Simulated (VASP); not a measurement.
# ZnS (F-43m) in VASP: notebook, part 2 of 2

VASP 6.6.1.

### Step 5. Single point, HSE06

POSCAR

```
ZnS
1.0
    0.0000000000      2.6940955541      2.6940955541
    2.6940955541      0.0000000000      2.6940955541
    2.6940955541      2.6940955541      0.0000000000
Zn S
1 1
Direct
    0.2500000000      0.2500000000      0.2500000000
    0.0000000000      0.0000000000      0.0000000000
```

INCAR.step1

```
  PREC = Accurate
  ENCUT = 400
  EDIFF = 1E-5
  ISMEAR = 0
  SIGMA = 0.01
  LREAL = F
  LASPH = T
  NELM = 120
  ALGO = Normal
  ISIF = 2
  LWAVE = T
  NBANDS = 16
  GGA = PE
  GGA_COMPAT = F
```

INCAR.step2

```
  PREC = Accurate
  ENCUT = 400
  EDIFF = 1E-6
  ISMEAR = 0
  SIGMA = 0.01
  LREAL = F
  LASPH = T
  NELM = 120
  ALGO = Normal
  ISIF = 2
  LWAVE = F
  LCHARG = T
  GGA = PE
  LHFCALC = T
  HFSCREEN = 0.2079
  PRECFOCK = Normal
  LELF = T
  LVHAR = T
  NBANDS = 16
  ISTART = 1
  GGA_COMPAT = F
```

KPOINTS

```
regular mesh
0
Gamma
  4 4 4
```

Potentials or basis: VASP PAW PBE potentials, release 64 (Zn, S).

Run with:

```
$ cat potpaw_PBE.64/Zn/POTCAR potpaw_PBE.64/S/POTCAR > POTCAR
$ cp INCAR.step1 INCAR
$ mpirun -np 1 vasp_std > vasp.out
$ cp INCAR.step2 INCAR
$ mpirun -np 1 vasp_std > vasp.out
```

OUTCAR:

```text
PREC = Accurate
   ENCUT = 400
   EDIFF = 1E-6
   ISMEAR = 0
   LREAL = F
   LASPH = T
   NELM = 120
   ISIF = 2
   GGA = PE
   LHFCALC = T
   HFSCREEN = 0.2079
   PRECFOCK = Normal
   ISTART = 1

 ion  position               nearest neighbor table
   1  0.250  0.250  0.250-   2 2.33   2 2.33   2 2.33   2 2.33
   2  0.000  0.000  0.000-   1 2.33   1 2.33   1 2.33   1 2.33

  LATTYP: Found a face centered cubic cell.
 ALAT       =     5.3881911082

  Lattice vectors:

 A1 = (   0.0000000000,   2.6940955541,   2.6940955541)
 A2 = (   2.6940955541,   0.0000000000,   2.6940955541)
 A3 = (   2.6940955541,   2.6940955541,   0.0000000000)

Analysis of symmetry for initial positions (statically):
=====================================================================
 Subroutine PRICEL returns:
 Original cell was already a primitive cell.

 Routine SETGRP: Setting up the symmetry group for a
 face centered cubic supercell.

 Subroutine GETGRP returns: Found 24 space group operations
 (whereof 24 operations were pure point group operations)
 out of a pool of 48 trial point group operations.

The static configuration has the point symmetry T_d .

Analysis of symmetry for dynamics (positions and initial velocities):
=====================================================================
 Subroutine PRICEL returns:
 Original cell was already a primitive cell.

 Routine SETGRP: Setting up the symmetry group for a
 face centered cubic supercell.

 Subroutine GETGRP returns: Found 24 space group operations
 (whereof 24 operations were pure point group operations)
 out of a pool of 48 trial point group operations.

The dynamic configuration has the point symmetry T_d .

 Subroutine INISYM returns: Found 24 space group operations
 (whereof 24 operations are pure point group operations),
 and found     1 'primitive' translations

----------------------------------------------------------------------------------------

                                     Primitive cell

  volume of cell :      39.1083

  direct lattice vectors                    reciprocal lattice vectors
     0.000000000  2.694095554  2.694095554    -0.185591042  0.185591042  0.185591042
     2.694095554  0.000000000  2.694095554     0.185591042 -0.185591042  0.185591042
     2.694095554  2.694095554  0.000000000     0.185591042  0.185591042 -0.185591042

  length of vectors
     3.810026471  3.810026471  3.810026471     0.321453113  0.321453113  0.321453113

  position of ions in fractional coordinates (direct lattice)
     0.250000000  0.250000000  0.250000000
     0.000000000  0.000000000  0.000000000

  ion indices of the primitive-cell ions
   primitive index   ion index
                 1           1
                 2           2

----------------------------------------------------------------------------------------

[... 23 lines left out ...]

 Following reciprocal coordinates:
            Coordinates               Weight
  0.000000  0.000000  0.000000      1.000000
  0.250000  0.000000  0.000000      8.000000
  0.500000  0.000000  0.000000      4.000000
  0.250000  0.250000  0.000000      6.000000
  0.500000  0.250000  0.000000     24.000000
 -0.250000  0.250000  0.000000     12.000000
  0.500000  0.500000  0.000000      3.000000
 -0.250000  0.500000  0.250000      6.000000
   k-points           NKPTS =      8   k-points in BZ     NKDIM =     64   number of bands    NBANDS=     16
   number of dos      NEDOS =    301   number of ions     NIONS =      2
   total plane-waves  NPLWV =  21952
   dimension x,y,z NGX =    28 NGY =   28 NGZ =   28
   dimension x,y,z NGXF=    56 NGYF=   56 NGZF=   56
   ions per type =               1   1
   NGX,Y,Z   is equivalent  to a cutoff of  12.22, 12.22, 12.22 a.u.
   NGXF,Y,Z  is equivalent  to a cutoff of  24.43, 24.43, 24.43 a.u.
 SYSTEM =  unknown system
   PREC   = accura    normal or accurate (medium, high low for compatibility)
   ISTART =      1    job   : 0-new  1-cont  2-samecut
   ICHARG =      0    charge: 1-file 2-atom 10-const
   ISPIN  =      1    spin polarized calculation?
   LNONCOLLINEAR =      F non collinear calculations
   LSORBIT =      F    spin-orbit coupling
   LASPH  =      T    aspherical Exc in radial PAW
   ENCUT  =  400.0 eV  29.40 Ry    5.42 a.u.   6.21  6.21  6.21*2*pi/ulx,y,z
   NELM   =    120;   NELMIN=  2; NELMDL=  0     # of ELM steps
   EDIFF  = 0.1E-05   stopping-criterion for ELM
   LREAL  =      F    real-space projection
   EDIFFG = 0.1E-04   stopping-criterion for IOM
   NSW    =      0    number of steps for IOM
   IBRION =     -1    ionic relax: 0-MD 1-quasi-New 2-CG
   NFREE  =      0    steps in history (QN), initial steepest desc. (CG)
   ISIF   =      2    stress and relaxation
   ISYM   =      3    0-nonsym 1-usesym 2-fastsym
   POTIM  = 0.5000    time-step for ionic-motion
   TEBEG  =    0.0;   TEEND  =   0.0 temperature during run
   PSTRESS=    0.0 pullay stress
   NELECT =      18.0000    total number of electrons
   NUPDOWN=      -1.0000    fix difference up-down
   EMIN   =  10.00;   EMAX   =-10.00  energy-range for DOS
   EFERMI =   0.00;   METHOD = LEGACY
   ISMEAR =     0;   SIGMA  =   0.01  broadening in eV -4-tet -1-fermi 0-gaus
   EFERMI_NEDOS =   21; number of points for ismear=-14 and -15
   IALGO  =     38    algorithm
   IMIX   =      1    mixing-type and parameters
     AMIX     =   0.40;   BMIX     =  1.00
     AMIX_MAG =   1.60;   BMIX_MAG =  1.00
  volume/ion in A,a.u.               =      19.55       131.96
  Fermi-wavevector in a.u.,A,eV,Ry     =   1.263987  2.388589 21.737533  1.597664
  Thomas-Fermi vector in A             =   2.397316
   LORBIT       =      0    0 simple, 1 ext, 2 COOP (PROOUT), +10 PAW based schemes
   GGA     = PE    functional components
   LHFCALC =     T    Hartree Fock is set to
   PRECFOCK=normal    Normal, Fast or Accurate (Low or Medium for compatibility)
   ENCUT4O =  -1.0   cutoff for four orbital integrals eV
   NKREDX  =     1    reduce k-point grid by
   NKREDY  =     1    reduce k-point grid by
   NKREDZ  =     1    reduce k-point grid by
   AEXX    =    0.2500 exact exchange contribution
   HFSCREEN=    0.2079 screening length (either q_TF or 0.3 A-1)
   HFSCREENC=   0.2079 screening length for correlation (either q_TF or 0.3 A-1)
   ENCUTFOCK=  -1.0 apply spherical cutoff to Coloumb kernel
   IVDW    =     0    specifies the selected vdW correction
   LEPSILON=     F    determine dielectric tensor
   LRPA    =     F    only Hartree local field effects (RPA)
 non-spin polarized calculation
 Gauss-broadening in eV      SIGMA  =   0.01
  energy-cutoff  :      400.00
  volume of cell :       39.11
 maximum number of plane-waves:       725
 NGX is ok and might be reduce to    28
  NGX = 20; NGY = 20; NGZ = 20

 number of electron      18.0000006 magnetization

 Free energy of the ion-electron system (eV)
  ---------------------------------------------------
  ext. energy  EPLUGINS =         0.00000000
  ---------------------------------------------------
  free energy    TOTEN  =        -8.32975171 eV

  energy without entropy =       -8.32975171  energy(sigma->0) =       -8.32975171

 E-fermi :   1.5589     XC(G=0):  -7.9974

 val. band max:        1.4744092067   @ k =   0.0000   0.0000   0.0000
 cond. band min:       4.8579461947   @ k =   0.0000   0.0000   0.0000
 fundamental gap:      3.3835369880
 Fermi energy:         1.5589313011

 k-point     1 :       0.0000    0.0000    0.0000
  band No.  band energies     occupation
      1     -12.9009      2.00000
      2      -6.4100      2.00000
      3      -6.4100      2.00000
      4      -6.4100      2.00000
      5      -5.9556      2.00000
      6      -5.9556      2.00000
[... 129 lines left out ...]
      3      -6.1650      2.00000
      4      -6.0002      2.00000
      5      -5.9728      2.00000
      6      -5.5024      2.00000
[... 8 lines left out ...]
     15      17.1335      0.00000
     16      17.9335      0.00000

------------------------ aborting loop because EDIFF is reached ----------------------------------------

  FORCE on cell =-STRESS in cart. coord.  units (eV):
  Direction    XX          YY          ZZ          XY          YZ          ZX
  --------------------------------------------------------------------------------------
  -------------------------------------------------------------------------------------
  Total        0.3905238      0.3905238      0.3905238      0.0000000      0.0000000      0.0000000
  in kB       15.9988637     15.9988637     15.9988637      0.0000000      0.0000000      0.0000000
  external PRESSURE =      15.9988637 kB  Pullay stress =       0.0000000 kB

 VOLUME and BASIS-vectors are now :
 -----------------------------------------------------------------------------
  energy-cutoff  :      400.00
  volume of cell :       39.11
      direct lattice vectors                 reciprocal lattice vectors
     0.000000000  2.694095554  2.694095554    -0.185591042  0.185591042  0.185591042
     2.694095554  0.000000000  2.694095554     0.185591042 -0.185591042  0.185591042
     2.694095554  2.694095554  0.000000000     0.185591042  0.185591042 -0.185591042

 POSITION                                       TOTAL-FORCE (eV/Angst)
 -----------------------------------------------------------------------------------
      1.34705      1.34705      1.34705        -0.000000     -0.000000      0.000000
      0.00000      0.00000      0.00000         0.000000      0.000000     -0.000000
 -----------------------------------------------------------------------------------
    total drift:                               -0.000209     -0.000159     -0.000105

  FREE ENERGIE OF THE ION-ELECTRON SYSTEM (eV)
  ---------------------------------------------------
  free  energy   TOTEN  =        -8.3297517077 eV

  energy  without entropy=       -8.3297517077  energy(sigma->0) =       -8.32975171
```

Wall time 8.2 min (1 thread of Intel Xeon 8259CL, shared host); peak memory 0.25 GiB.

What came out:

```
Free energy            : -8.3298 eV
Pressure               : 1.6 GPa
Band gap on the k mesh : 3.38 eV
```

Levels at points of the mesh, in eV from the valence-band top:
| k point | band 7 | band 8 | band 9 | band 10 | band 11 | band 12 |
| --- | --- | --- | --- | --- | --- | --- |
| (0.00, 0.00, 0.00) | 0.00 | 0.00 | 0.00 | 3.38 | 7.67 | 7.67 |
| (0.50, 0.00, 0.00) | -5.66 | -0.93 | -0.93 | 4.57 | 8.17 | 8.17 |
| (0.50, 0.50, 0.00) | -5.03 | -2.38 | -2.38 | 4.36 | 5.26 | 12.63 |

Caveat: the k points lie up to 0.50 Å⁻¹ apart; the PAW data sets were made with another functional, which shifts forces and pressure a little.

### Step 6. Summary

```csv
level,k mesh,cutoff (eV),grid for exact exchange (PRECFOCK),share of exact exchange,screening parameter,gap on the mesh (eV),pressure (GPa)
r2SCAN,4 × 4 × 4,550,-,-,-,2.71,0.4
r2SCAN,6 × 6 × 6,550,-,-,-,2.72,0.0
r2SCAN,8 × 8 × 8,550,-,-,-,2.72,0.0
HSE06,4 × 4 × 4,400,Normal,0.25,0.2079 1/Å,3.38,1.6
```

Alike in all rows: task single point; potentials or basis VASP PAW PBE potentials, release 64 (Zn, S); no spin polarisation; cell as given; smearing gaussian 0.01 eV.

Caveats: some runs use coarse meshes; the PAW data sets were made with another functional, which shifts forces and pressure a little.

Total energies depend on the potentials used, so only differences within one code and one set of settings carry meaning.

### Step 7. Against experiment

Step 3. Against the measured gap of ZnS, 3.85 eV (direct; 19 K; quoted in “Electronic, vibrational, and thermodynamic properties of ZnS (zincblende and rocksalt structure)”, 2009, arxiv:0911.5022), the calculated 2.72 eV is off by -1.13 eV. The value is that of r2SCAN, without temperature or zero-point motion.

Step 4. A measured gap of ZnS is 3.85 eV (direct; 19 K; quoted in “Electronic, vibrational, and thermodynamic properties of ZnS (zincblende and rocksalt structure)”, 2009, arxiv:0911.5022); the calculated 2.72 eV misses it by -1.13 eV. The value is that of r2SCAN, without temperature or zero-point motion.
